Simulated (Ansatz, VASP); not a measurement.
Be in VASP and in Ansatz

Contents of INCAR:

```
PREC     = Accurate       # precision mode
ENCUT    = 520            # plane-wave cutoff, eV
EDIFF    = 1E-6           # SCF threshold, eV
ISMEAR   = -1             # smearing method
SIGMA    = 0.08           # smearing width, eV
LREAL    = False          # projectors in reciprocal space
LASPH    = True           # aspherical terms in the spheres
NELM     = 80             # most SCF steps
ALGO     = Normal         # electronic algorithm
ISIF     = 2              # what is computed and relaxed
LWAVE    = False          # write WAVECAR
LCHARG   = False          # write CHGCAR
GGA      = PE             # functional
NBANDS   = 9              # bands
```

KPOINTS

```
regular mesh
0
Gamma
  20 20 20
```

File POSCAR:

```
Be
1.0
   -2.0259037403      2.0259037403      1.0299677613
    2.0259037403     -2.0259037403      1.0299677613
    2.0259037403      2.0259037403     -1.0299677613
Be
2
Direct
   -0.3750000000     -0.1250000000     -0.2500000000
    0.3750000000      0.1250000000      0.2500000000
```

Input for Ansatz:

```yaml
crystal:
  lattice:
    - [-2.0259037403, 2.0259037403, 1.0299677613]
    - [2.0259037403, -2.0259037403, 1.0299677613]
    - [2.0259037403, 2.0259037403, -1.0299677613]
  atoms:
    - { symbol: Be, position: [-0.375, -0.125, -0.25] }
    - { symbol: Be, position: [0.375, 0.125, 0.25] }
kpoints:
  mp_grid: { grid: [20, 20, 20] }
scf:
  occupations: { method: fermi_dirac, width: 0.08 }
hamiltonian:
  xc: pbe
  pseudopotentials: { kind: all_electron, lapw: { basis_error: 0.001 } }
output:
  forces: true
  stress: true
  eigenvalues: true
  populations: true
```

Change from the starting cell: volume scaled by 0.9, LAPW.

Alike in both runs: task single point; functional PBE; k mesh 20 × 20 × 20; occupations fermi-dirac, width 0.08 eV; no spin polarisation.

|  | VASP | Ansatz |
| --- | --- | --- |
| version | VASP 6.6.1 | Ansatz 0.2.0 |
| potentials or method | VASP PAW PBE potentials, release 64 (Be), cutoff 520 eV | all-electron LAPW, scalar-relativistic |

```csv
,VASP,Ansatz,Ansatz less VASP
pressure (GPa),10.6,10.5,-0.14
"traceless stress, the component that is largest in VASP (GPa)",0.08,0.02,-0.059
```

Ansatz ran all-electron here, and VASP with PAW potentials.
